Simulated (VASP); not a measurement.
## Ge15Rh: single point with PBEsol+U

Ge15Rh:

```
Rh Ge
1.0
     0.00000    5.65754    5.65754
     5.65754    0.00000    5.65754
     5.65754    5.65754    0.00000
Rh Ge
1 15
Cartesian
  0.0000 5.6575 5.6575
  8.4863 8.4863 11.3103
  8.4863 11.3103 8.4863
  5.6623 8.4863 8.4863
  11.3103 8.4863 8.4863
  8.4863 5.6623 8.4863
  8.4863 8.4863 5.6623
  5.6575 5.6575 5.6575
  1.3758 1.3758 1.3758
  4.2817 4.2817 1.3758
  4.2817 1.3758 4.2817
  7.0756 4.2394 4.2394
  1.3758 4.2817 4.2817
  4.2394 7.0756 4.2394
  4.2394 4.2394 7.0756
  7.0756 7.0756 7.0756
```

```
Program                : VASP 6.6.1
Task                   : single point
Functional             : PBEsol
Potentials or basis    : VASP PAW PBE potentials, release 64 (Rh_pv, Ge_d)
Cutoff                 : 500 eV
k mesh                 : 3 × 3 × 3
Occupations            : gaussian, width 0.05 eV
Spin                   : collinear spin, ferromagnetic start
Starting moments       : [0.3, 0.01, 0.01, 0.01, 0.01, 0.01, 0.01, 0.0, 0.03, 0.03, 0.03, 0.0, 0.03, 0.0, 0.0, 0.0] μB
Hubbard terms          : Rh d U = 2.0 eV
Dipole correction      : no
Further INCAR settings : ALGO = Normal; EDIFF = 1e-06; NBANDS = 130
```

- Pressure: -0.5 GPa
- Largest force: 0.069 eV/Å
- Net moment: 0.88 μB per cell
- Site moments: Rh +0.34; Ge +0.01, +0.00, +0.04 (each value once) μB
- Valence electrons inside the program's atomic spheres: Rh 14.02; Ge 12.39, 12.40, 12.38, 12.41 (each value once)

Forces in eV/Å, atoms in the order of the input:
```
Rh   0.000  0.000  0.000
Ge   0.000  0.000  0.003
Ge   0.000  0.003  0.000
Ge  -0.003  0.000  0.000
Ge   0.003  0.000  0.000
Ge   0.000 -0.003  0.000
Ge   0.000  0.000 -0.003
Ge   0.000  0.000  0.000
Ge  -0.040 -0.040 -0.040
Ge   0.040  0.040 -0.040
Ge   0.040 -0.040  0.040
Ge  -0.008  0.008  0.008
Ge  -0.040  0.040  0.040
Ge   0.008 -0.008  0.008
Ge   0.008  0.008 -0.008
Ge  -0.008 -0.008 -0.008
```

Levels at points of the mesh, in eV from the Fermi level:
Spin up:
```
           k point  band 111  band 112  band 113  band 114  band 115  band 116
(0.00, 0.00, 0.00)     -0.03     -0.03      0.59      0.82      0.82      0.82
```
Spin down:
| k point | band 110 | band 111 | band 112 | band 113 | band 114 | band 115 |
| --- | --- | --- | --- | --- | --- | --- |
| (0.00, 0.00, 0.00) | 0.00 | 0.00 | 0.00 | 0.60 | 0.85 | 0.85 |

Eigenvalues of the final occupation matrices:
```csv
site,spin,trace,eigenvalues
site 1 d,1,3.88,0.75 0.75 0.75 0.82 0.82
site 1 d,2,3.59,0.65 0.65 0.65 0.82 0.82
```

It took 24 min on 1 thread of Intel Xeon 8259CL, with other jobs on the host, peak memory 0.8 GiB.

Caveat: a moment this small can come from the mesh or the smearing; the PAW data sets were made with another functional, which shifts forces and pressure a little; the U is typed as a test and isn't derived for this compound. The state reached can hang on the start; a lower one may exist.
